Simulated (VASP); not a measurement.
# SrRe2 (Fd-3m) in VASP: further runs

SrRe2 is run at these levels: PBE; tasks: single point, relaxation of cell and atoms.

Program: VASP 6.6.1. These are calculated values, not measurements. Logs are shortened: lines on timing, memory, paths and dates and some standing lists are left out, and cuts for length are marked.

## Step 1: The cell of the first run

It takes space group Fd-3m (No. 227, cubic). The conventional cell has a = 7.909 Å, b = 7.909 Å, c = 7.909 Å, α = 90.00°, β = 90.00°, γ = 90.00°. Sr (site symmetry -43m) has 12 Re at 3.28 Å and 4 Sr at 3.42 Å within 4.3 Å. Re (site symmetry -3m) has 6 Re at 2.80 Å and 6 Sr at 3.28 Å within 3.7 Å.

## Step 2: Single point, PBE

The input, INCAR:

```
  PREC = Accurate
  ENCUT = 520
  EDIFF = 1E-6
  ISMEAR = 0
  SIGMA = 0.1
  LREAL = F
  LASPH = T
  NELM = 100
  ALGO = Normal
  ISIF = 2
  LWAVE = F
  LCHARG = T
  GGA = PE
  LELF = T
  LVHAR = T
  NBANDS = 33
```

The input, KPOINTS:

```
Automatic mesh
0
Gamma
  4 4 4
```

The input, POSCAR:

```
SrRe2
1.0
    0.0000000000      3.9544111578      3.9544111578
    3.9544111578      0.0000000000      3.9544111578
    3.9544111578      3.9544111578      0.0000000000
Sr Re
2 4
Direct
    0.0000000000      0.0000000000      0.0000000000
    0.2500000000      0.2500000000      0.2500000000
    0.6250000000      0.6250000000      0.6250000000
    0.1250000000      0.6250000000      0.6250000000
    0.6250000000      0.6250000000      0.1250000000
    0.6250000000      0.1250000000      0.6250000000
```

Potentials or basis: VASP PAW PBE potentials, release 64 (Sr_sv, Re).

The run is started by

```
$ cat potpaw_PBE.64/Sr_sv/POTCAR potpaw_PBE.64/Re/POTCAR > POTCAR
$ mpirun -np 1 vasp_std > vasp.out
```

OUTCAR:

```text
PREC = Accurate
   ENCUT = 520
   EDIFF = 1E-6
   ISMEAR = 0
   LREAL = F
   LASPH = T
   NELM = 100
   ISIF = 2
   GGA = PE

 ion  position               nearest neighbor table
   1  0.000  0.000  0.000-   5 3.28   6 3.28   4 3.28   5 3.28   4 3.28   6 3.28   3 3.28   3 3.28
                             3 3.28   4 3.28   5 3.28   6 3.28   2 3.42   2 3.42   2 3.42   2 3.42
   2  0.250  0.250  0.250-   4 3.28   6 3.28   4 3.28   5 3.28   5 3.28   6 3.28   3 3.28   6 3.28
                             3 3.28   3 3.28   4 3.28   5 3.28   1 3.42   1 3.42   1 3.42   1 3.42
   3  0.625  0.625  0.625-   4 2.80   5 2.80   6 2.80   5 2.80   6 2.80   4 2.80   1 3.28   2 3.28
                             1 3.28   2 3.28   1 3.28   2 3.28
   4  0.125  0.625  0.625-   3 2.80   5 2.80   6 2.80   3 2.80   5 2.80   6 2.80   2 3.28   1 3.28
                             2 3.28   1 3.28   1 3.28   2 3.28
   5  0.625  0.625  0.125-   3 2.80   3 2.80   4 2.80   6 2.80   6 2.80   4 2.80   1 3.28   2 3.28
                             1 3.28   2 3.28   1 3.28   2 3.28
   6  0.625  0.125  0.625-   3 2.80   5 2.80   3 2.80   4 2.80   5 2.80   4 2.80   1 3.28   2 3.28
                             1 3.28   2 3.28   1 3.28   2 3.28

  LATTYP: Found a face centered cubic cell.
 ALAT       =     7.9088223156

  Lattice vectors:

 A1 = (   0.0000000000,   3.9544111578,   3.9544111578)
 A2 = (   3.9544111578,   0.0000000000,   3.9544111578)
 A3 = (   3.9544111578,   3.9544111578,   0.0000000000)

Analysis of symmetry for initial positions (statically):
=====================================================================
 Subroutine PRICEL returns:
 Original cell was already a primitive cell.

 Routine SETGRP: Setting up the symmetry group for a
 face centered cubic supercell.

 Subroutine GETGRP returns: Found 48 space group operations
 (whereof 24 operations were pure point group operations)
 out of a pool of 48 trial point group operations.

The static configuration has the point symmetry T_d .
 The point group associated with its full space group is O_h .

Analysis of symmetry for dynamics (positions and initial velocities):
=====================================================================
 Subroutine PRICEL returns:
 Original cell was already a primitive cell.

 Routine SETGRP: Setting up the symmetry group for a
 face centered cubic supercell.

 Subroutine GETGRP returns: Found 48 space group operations
 (whereof 24 operations were pure point group operations)
 out of a pool of 48 trial point group operations.

[... 95 lines left out ...]
   NSW    =      0    number of steps for IOM
   IBRION =     -1    ionic relax: 0-MD 1-quasi-New 2-CG
   NFREE  =      0    steps in history (QN), initial steepest desc. (CG)
   ISIF   =      2    stress and relaxation
   ISYM   =      2    0-nonsym 1-usesym 2-fastsym
   POTIM  = 0.5000    time-step for ionic-motion
   TEBEG  =    0.0;   TEEND  =   0.0 temperature during run
   PSTRESS=    0.0 pullay stress
   NELECT =      48.0000    total number of electrons
   NUPDOWN=      -1.0000    fix difference up-down
   EMIN   =  10.00;   EMAX   =-10.00  energy-range for DOS
   EFERMI =   0.00;   METHOD = LEGACY
   ISMEAR =     0;   SIGMA  =   0.10  broadening in eV -4-tet -1-fermi 0-gaus
   EFERMI_NEDOS =   21; number of points for ismear=-14 and -15
   IALGO  =     38    algorithm
   IMIX   =      4    mixing-type and parameters
     AMIX     =   0.40;   BMIX     =  1.00
     AMIX_MAG =   1.60;   BMIX_MAG =  1.00
  volume/ion in A,a.u.               =      20.61       139.10
  Fermi-wavevector in a.u.,A,eV,Ry     =   1.194162  2.256640 19.402235  1.426024
  Thomas-Fermi vector in A             =   2.330159
   LORBIT       =      0    0 simple, 1 ext, 2 COOP (PROOUT), +10 PAW based schemes
   GGA     = PE    functional components
   LHFCALC =     F    Hartree Fock is set to
   AEXX    =    0.0000 exact exchange contribution
   IVDW    =     0    specifies the selected vdW correction
   LEPSILON=     F    determine dielectric tensor
   LRPA    =     F    only Hartree local field effects (RPA)
 non-spin polarized calculation
 Gauss-broadening in eV      SIGMA  =   0.10
  energy-cutoff  :      520.00
  volume of cell :      123.67
 maximum number of plane-waves:      3383
 NGX is ok and might be reduce to    42
   NGX = 21   NGY = 21   NGZ = 21

 number of electron      48.0000003 magnetization

 Free energy of the ion-electron system (eV)
  ---------------------------------------------------
  ext. energy  EPLUGINS =         0.00000000
  ---------------------------------------------------
  free energy    TOTEN  =       -49.31658837 eV

  energy without entropy =      -49.28932820  energy(sigma->0) =      -49.30295829

 E-fermi :   4.8797     XC(G=0): -11.5216

 val. band max:        4.8415005524   @ k =  -0.2500   0.2500   0.0000
 cond. band min:       4.9422598307   @ k =  -0.2500   0.5000   0.2500
 fundamental gap:      0.1007592783
 Fermi energy:         4.8797010691

 k-point     1 :       0.0000    0.0000    0.0000
  band No.  band energies     occupation
      1     -29.0051      2.00000
      2     -28.8438      2.00000
      3     -11.3941      2.00000
      4     -11.3941      2.00000
      5     -11.3941      2.00000
      6     -10.9446      2.00000
[... 277 lines left out ...]
     32       7.4355      0.00000
     33       9.4063      0.00000

------------------------ aborting loop because EDIFF is reached ----------------------------------------

  FORCE on cell =-STRESS in cart. coord.  units (eV):
  Direction    XX          YY          ZZ          XY          YZ          ZX
  --------------------------------------------------------------------------------------
  -------------------------------------------------------------------------------------
  Total       -3.2427141     -3.2427141     -3.2427141     -0.0000000      0.0000000     -0.0000000
  in kB      -42.0091388    -42.0091388    -42.0091388     -0.0000000      0.0000000     -0.0000000
  external PRESSURE =     -42.0091388 kB  Pullay stress =       0.0000000 kB

 VOLUME and BASIS-vectors are now :
 -----------------------------------------------------------------------------
  energy-cutoff  :      520.00
  volume of cell :      123.67
      direct lattice vectors                 reciprocal lattice vectors
     0.000000000  3.954411158  3.954411158    -0.126441076  0.126441076  0.126441076
     3.954411158  0.000000000  3.954411158     0.126441076 -0.126441076  0.126441076
     3.954411158  3.954411158  0.000000000     0.126441076  0.126441076 -0.126441076

 POSITION                                       TOTAL-FORCE (eV/Angst)
 -----------------------------------------------------------------------------------
      0.00000      0.00000      0.00000         0.000000      0.000000      0.000000
      1.97721      1.97721      1.97721        -0.000000     -0.000000     -0.000000
      4.94301      4.94301      4.94301         0.000000     -0.000000     -0.000000
      4.94301      2.96581      2.96581         0.000000     -0.000000      0.000000
      2.96581      2.96581      4.94301         0.000000     -0.000000      0.000000
      2.96581      4.94301      2.96581         0.000000     -0.000000     -0.000000
 -----------------------------------------------------------------------------------
    total drift:                                0.000000      0.000000      0.000000

  FREE ENERGIE OF THE ION-ELECTRON SYSTEM (eV)
  ---------------------------------------------------
  free  energy   TOTEN  =       -49.3165883716 eV

  energy  without entropy=      -49.2893282014  energy(sigma->0) =      -49.30295829
```

OSZICAR:

```text
N       E                     dE             d eps       ncg     rms          rms(c)
DAV:   1     0.367116334584E+03    0.36712E+03   -0.20466E+04  1003   0.164E+03
DAV:   2    -0.746333716232E+01   -0.37458E+03   -0.35472E+03  1047   0.798E+02
DAV:   3    -0.484695652293E+02   -0.41006E+02   -0.37325E+02  1003   0.306E+02
DAV:   4    -0.535617451760E+02   -0.50922E+01   -0.47668E+01  1051   0.757E+01
DAV:   5    -0.541975629169E+02   -0.63582E+00   -0.62429E+00  1024   0.152E+01    0.729E+01
DAV:   6    -0.496270869897E+02    0.45705E+01   -0.22497E+01  1016   0.587E+01    0.145E+01
DAV:   7    -0.494143754775E+02    0.21271E+00   -0.16144E+00   992   0.942E+00    0.903E+00
DAV:   8    -0.493149123629E+02    0.99463E-01   -0.36827E-01   944   0.474E+00    0.220E+00
DAV:   9    -0.493158858793E+02   -0.97352E-03   -0.52145E-02  1016   0.292E+00    0.119E+00
DAV:  10    -0.493167075966E+02   -0.82172E-03   -0.67767E-03  1024   0.655E-01    0.372E-01
DAV:  11    -0.493165697578E+02    0.13784E-03   -0.75968E-04   968   0.337E-01    0.952E-02
DAV:  12    -0.493165910347E+02   -0.21277E-04   -0.10888E-04  1016   0.891E-02    0.718E-02
DAV:  13    -0.493165879616E+02    0.30731E-05   -0.18547E-05   840   0.617E-02    0.174E-02
DAV:  14    -0.493165883716E+02   -0.41005E-06   -0.47841E-06   600   0.318E-02
   1 F= -.49316588E+02 E0= -.49302958E+02  d E =-.272602E-01
```

stdout:

```text
POSCAR found type information on POSCAR SrRe
 POSCAR found :  2 types and       6 ions
 scaLAPACK will be used
 LDA part: xc-table for (Slater+PW92), standard interpolation
 POSCAR, INCAR and KPOINTS ok, starting setup
 FFT: planning ... GRIDC
 FFT: planning ... GRID_SOFT
 FFT: planning ... GRID
 WAVECAR not read
 entering main loop
```

It took 42 s on 1 thread of Intel Xeon Platinum 8559C (Emerald Rapids), shared host; peak memory 0.25 GiB.

Results:

- Free energy: -49.3166 eV
- Pressure: -4.2 GPa
- Band gap on the k mesh: zero (bands 24 and 25 overlap by 1.76 eV)

Caveat: the cell stands under tension; spin-orbit coupling is left out, which moves the levels of the heavy elements.

## Step 3: Single point, PBE

This run uses another cell than the first one, of 20.00 Å³/atom.

The input, INCAR:

```
PREC = Accurate
ENCUT = 520
EDIFF = 1E-6
ISMEAR = 0
SIGMA = 0.1
LREAL = False
LASPH = True
NELM = 80
ALGO = Fast
ISIF = 2
LWAVE = False
LCHARG = False
GGA = PE
NBANDS = 33
```

The input, KPOINTS:

```
regular mesh
0
Gamma
  8 8 8
```

Edit POSCAR of step 2 so:

```diff
@@ -2,5 +2,5 @@
 1.0
-    0.0000000000      3.9544111578      3.9544111578
-    3.9544111578      0.0000000000      3.9544111578
-    3.9544111578      3.9544111578      0.0000000000
+    0.0000000000      3.9150106867      3.9150106867
+    3.9150106867      0.0000000000      3.9150106867
+    3.9150106867      3.9150106867      0.0000000000
 Sr Re
```

Potentials or basis: VASP PAW PBE potentials, release 64 (Sr_sv, Re).

The run is started by

```
$ cat potpaw_PBE.64/Sr_sv/POTCAR potpaw_PBE.64/Re/POTCAR > POTCAR
$ mpirun -np 1 vasp_std > vasp.out
```

Run time: 5.6 min. Hardware: 1 thread of Intel Xeon Platinum 8559C (Emerald Rapids), shared host; peak memory 0.31 GiB.

Results (log left out):

| Property | Result |
| --- | --- |
| Free energy | -49.5128 eV |
| Pressure | -0.1 GPa |
| Band gap on the k mesh | zero (bands 24 and 25 overlap by 1.85 eV) |

Levels at points of the mesh, in eV from the Fermi level:
```tsv
k point	band 21	band 22	band 23	band 24	band 25	band 26	band 27	band 28
(0.00, 0.00, 0.00)	0.76	0.90	0.90	1.01	1.01	1.01	1.11	1.11
(0.50, 0.00, 0.00)	-1.48	-1.48	-0.86	-0.86	0.86	0.91	0.91	1.46
(0.50, 0.50, 0.00)	-1.31	-1.31	-1.06	-1.06	-0.84	-0.84	1.12	1.12
```

Caveat: spin-orbit coupling is left out, which moves the levels of the heavy elements.

(Continued in part 2 of 2.)
